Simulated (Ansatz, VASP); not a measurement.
SiO2: VASP beside Ansatz

Contents of INCAR:

```
SYSTEM = SiO2
PREC = Accurate
ENCUT = 520
EDIFF = 1E-7
ISMEAR = 0
SIGMA = 0.05
LREAL = .False.
LASPH = .True.
NELM = 100
ALGO = Normal
ISIF = 2
LWAVE = .False.
LCHARG = .False.
GGA = PE
NBANDS = 25
```

The input KPOINTS:

```
Automatic mesh
0
Gamma
  6 6 8
  0 0 0
```

POSCAR

```
SiO2
1.0
    4.1406000000      0.0000000000      0.0000000000
    0.0000000000      4.1406000000      0.0000000000
    0.0000000000      0.0000000000      2.6897743053
Si O
2 4
Direct
    0.5000000000      0.5000000000      0.5000000000
    0.0000000000      0.0000000000      0.0000000000
    0.6930127928      0.6930127928      0.0000000000
    0.1930127928      0.8069872072      0.5000000000
    0.3069872072      0.3069872072      0.0000000000
    0.8069872072      0.1930127928      0.5000000000
```

Input for Ansatz:

```yaml
crystal:
  lattice:
    - [4.1406, 0.0, 0.0]
    - [0.0, 4.1406, 0.0]
    - [0.0, 0.0, 2.6897743053]
  atoms:
    - { symbol: Si, position: [0.5, 0.5, 0.5] }
    - { symbol: Si, position: [0.0, 0.0, 0.0] }
    - { symbol: O, position: [0.6930127928, 0.6930127928, 0.0] }
    - { symbol: O, position: [0.1930127928, 0.8069872072, 0.5] }
    - { symbol: O, position: [0.3069872072, 0.3069872072, 0.0] }
    - { symbol: O, position: [0.8069872072, 0.1930127928, 0.5] }
basis:
  ecutwfc: 520.0
kpoints:
  mp_grid: { grid: [6, 6, 8] }
hamiltonian:
  xc: pbe
  pseudopotentials: { kind: paw, azcp: { folder: soft_1 } }
scf:
  occupations: { method: gaussian, width: 0.05 }
output:
  forces: true
  stress: true
  eigenvalues: true
  write_density: true
  write_potential: true
  elf: true
  volumetric_format: npy
```

Alike in both runs: task single point; functional PBE; k mesh 6 × 6 × 8; occupations gaussian, width 0.05 eV; no spin polarisation.

|  | VASP | Ansatz |
| --- | --- | --- |
| version | VASP 6.6.1 | Ansatz 0.2.0 |
| potentials or method | VASP PAW PBE potentials, release 64 (Si, O), cutoff 520 eV | scalar-relativistic, plane waves, PAW |
| valence electrons in the cell | 32 | 32 |

```csv
,VASP,Ansatz,Ansatz less VASP
gap on the k mesh at the Fermi level (eV),5.74,5.76,+0.018
least direct gap on the mesh (eV),5.74,5.76,+0.018
pressure (GPa),14.1,13.9,-0.27
"traceless stress, the component that is largest in VASP (GPa)",-4.34,-4.81,-0.471
rms of the force components (eV/Å),0.222,0.215,-0.0071
```

Atom by atom the forces differ by 0.007 eV/Å (rms over components). The functional is the same, so the differences come from potentials, cutoffs and numerics.
